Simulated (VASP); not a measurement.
Runs of VASP 6.6.1 on Ti. The structure is that of space group P6_3/mmc (No. 194), or close to it. The cells are those of the table. 

```tsv
cell	gap on the mesh (eV)	pressure (GPa)
a = 2.890, b = 2.890, c = 4.584 Å, angles 90.0, 90.0, 120.0°, 2 atoms	none	5.4
a = 2.950, b = 2.950, c = 4.680 Å, angles 90.0, 90.0, 120.0°, 2 atoms	none	(b)
a = 2.979, b = 2.979, c = 4.726 Å, angles 90.0, 90.0, 120.0°, 2 atoms	none	-4.7
a = 2.920, b = 2.920, c = 4.633 Å, angles 90.0, 90.0, 120.0°, 2 atoms	none	(a)
a = 3.008, b = 3.008, c = 4.772 Å, angles 90.0, 90.0, 120.0°, 2 atoms	none	-7.2
```

Alike in all rows: task single point; level PBE; potentials or basis VASP PAW PBE potentials, release 64 (Ti_sv); no spin polarisation; k mesh 11 × 11 × 6; cutoff (eV) 520; smearing methfessel-paxton 0.1 eV.

**Question.** Fill in the values left out.

**Answer.** (a) 1.6; (b) -1.7.

A gap of «none» marks levels without a gap at the run's occupations.
